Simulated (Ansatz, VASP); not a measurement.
MgCd3O in VASP and in Ansatz

```xyz
5
Lattice="4.3350 0.0000 0.0000 0.0000 4.3350 0.0000 0.0000 0.0000 5.4374" Properties=species:S:1:pos:R:3 pbc="T T T"
Mg    0.0000    0.0000    0.2266
Cd    2.1675    2.1675    0.4246
Cd    0.0000    2.1675    2.6569
Cd    2.1675    0.0000    2.6569
O     2.1675    2.1675    3.6478
```

Change from the starting cell: species swapped into the NdBPt3 type (P4mm, No. 99).

Alike in both runs: functional PBE; k mesh 8 × 8 × 8; occupations gaussian, width 0.1 eV; no spin polarisation.

Ansatz relaxed the structure, and its values are those at the end. VASP's run is a single point on that final structure, the one shown.

|  | VASP | Ansatz |
| --- | --- | --- |
| version | VASP 6.6.1 | Ansatz 0.2.0 |
| potentials or method | VASP PAW PBE potentials, release 64 (Mg, Cd, O), cutoff 600 eV | scalar-relativistic, plane waves, PAW |
| valence electrons in the cell | 44 | 76 |

```tsv
	VASP	Ansatz	Ansatz less VASP
gap on the k mesh at the Fermi level (eV)	none	none	-
pressure (GPa)	0.3	0.0	-0.30
rms of the force components (eV/Å)	0.021	0.000	-0.0205
```

A gap of «none» marks a metal or a gap that the smearing closes. VASP's potentials hold 44 valence electrons a cell and Ansatz's 76, so a difference there can come from the potentials and not from the codes.
